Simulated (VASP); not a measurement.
NbPbI3: single point with r2SCAN

Crystal: NbPbI3.

```
Pb Nb I
1.0
     5.30958    0.00000    0.00000
     0.00000    5.30958    0.00000
     0.00000    0.00000    6.49147
Pb Nb I
1 1 3
Direct
  0.00000 0.00000 0.00000
  0.50000 0.50000 0.56770
  0.50000 0.50000 0.20870
  0.50000 0.00000 0.69190
  0.00000 0.50000 0.69190
```

```json
{
  "Program": "VASP 6.6.1",
  "Task": "single point",
  "Functional": "r2SCAN",
  "Potentials or basis": "VASP PAW PBE potentials, release 64 (Pb_d, Nb_sv, I)",
  "Cutoff": "520 eV",
  "k mesh": "7 × 7 × 5",
  "Occupations": "fermi-dirac, width 0.1 eV",
  "Spin": "no spin polarisation",
  "Dipole correction": "no",
  "Further INCAR settings": "ALGO = Normal; EDIFF = 1e-06; NBANDS = 32"
}
```

| Property | Result |
| --- | --- |
| Pressure | 5.0 GPa |
| Largest force | 6.111 eV/Å |
| Band gap on the k mesh | zero (bands 24 and 25 overlap by 0.23 eV) |

Forces on the atoms (eV/Å):
```
Pb   0.000  0.000  0.163
Nb   0.000  0.000  5.683
I    0.000  0.000 -6.111
I    0.000  0.000  0.132
I    0.000  0.000  0.132
```

Stress tensor (GPa, compression positive):
```
 1.35  0.00  0.00
 0.00  1.35  0.00
 0.00  0.00 12.34
```

Levels at points of the mesh, in eV from the Fermi level:
```csv
k point,band 20,band 21,band 22,band 23,band 24,band 25,band 26,band 27,band 28,band 29
"(0.00, 0.00, 0.00)",-4.35,-3.52,-3.52,-0.97,-0.02,0.19,0.19,1.42,1.53,1.68
```

Wall time 6.2 min on 1 thread of Intel(R) Xeon(R) Platinum 8488C (Sapphire Rapids), with other jobs on the host, peak memory 0.4 GiB.

Caveat: the stress differs along the axes, from 1 to 12 GPa; the PAW data sets were made with another functional, which shifts forces and pressure a little; spin-orbit coupling is left out, which moves the levels of the heavy elements.
